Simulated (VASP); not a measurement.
Ni: single point with PBEsol

The system is Ni.

```
CELL_PARAMETERS angstrom
2.44510 0.00000 0.00000
-1.22255 2.11752 0.00000
0.00000 0.00000 8.01004
ATOMIC_POSITIONS crystal
Ni 0.00000 0.00000 0.00000
Ni 0.00000 0.00000 0.50000
Ni 0.33333 0.66667 0.25000
Ni 0.66667 0.33333 0.75000
```

This isn't the form of Ni at room conditions, which is fcc.

| Quantity | Value |
| --- | --- |
| Program | VASP 6.6.1 |
| Task | single point |
| Functional | PBEsol |
| Potentials or basis | VASP PAW PBE potentials, release 64 (Ni) |
| Cutoff | 520 eV |
| k mesh | 19 × 19 × 5 |
| Occupations | fermi-dirac, width 0.1 eV |
| Spin | no spin polarisation |

```json
{
  "Pressure": "0.0 GPa",
  "Band gap on the k mesh": "zero (bands 20 and 21 overlap by 0.61 eV)"
}
```

Levels at points of the mesh, in eV from the Fermi level:
| k point | band 17 | band 18 | band 19 | band 20 | band 21 | band 22 | band 23 | band 24 |
| --- | --- | --- | --- | --- | --- | --- | --- | --- |
| (0.00, 0.00, 0.00) | -1.04 | -0.72 | -0.72 | -0.48 | -0.48 | -0.33 | -0.09 | -0.09 |

Wall time 65 s on 1 thread of Intel(R) Xeon(R) 6975P-C (Granite Rapids) (shared host), peak memory 0.22 GiB.

Caveat: the PAW data sets were made with another functional, which shifts forces and pressure a little; the run has no spin polarisation, though such a crystal can be magnetic. Spin polarisation is off, so any magnetic state and its effect on volume and gap are missing.
